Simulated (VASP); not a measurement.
Mo: single point with r2SCAN

Mo:

```
Mo
1.0
    -1.56580    1.56580    1.56580
     1.56580   -1.56580    1.56580
     1.56580    1.56580   -1.56580
Mo
1
Direct
  0.00000 0.00000 0.00000
```

```json
{"Program": "VASP 6.6.1", "Task": "single point", "Functional": "r2SCAN", "Potentials or basis": "VASP PAW PBE potentials, release 64 (Mo_sv)", "Cutoff": "520 eV", "k mesh": "18 × 18 × 18", "Occupations": "gaussian, width 0.1 eV", "Spin": "no spin polarisation"}
```

The pressure is 6.3 GPa and the band gap on the k mesh is zero (bands 7 and 8 overlap by 5.70 eV).

Levels at points of the mesh, in eV from the Fermi level:
```
           k point  band 5  band 6  band 7  band 8  band 9  band 10
(0.00, 0.00, 0.00)   -7.74   -1.48   -1.48   -1.48    1.92     1.92
(0.50, 0.00, 0.00)   -5.73   -3.69    1.64    1.91    2.63     5.04
(0.50, 0.50, 0.50)   -5.82   -5.82    4.23    4.23    4.23     9.61
```

Run time: 3.4 min on 1 thread of Intel Xeon 8259CL (shared host), peak memory 0.16 GiB.

Caveat: the cell stands under pressure; the PAW data sets were made with another functional, which shifts forces and pressure a little.
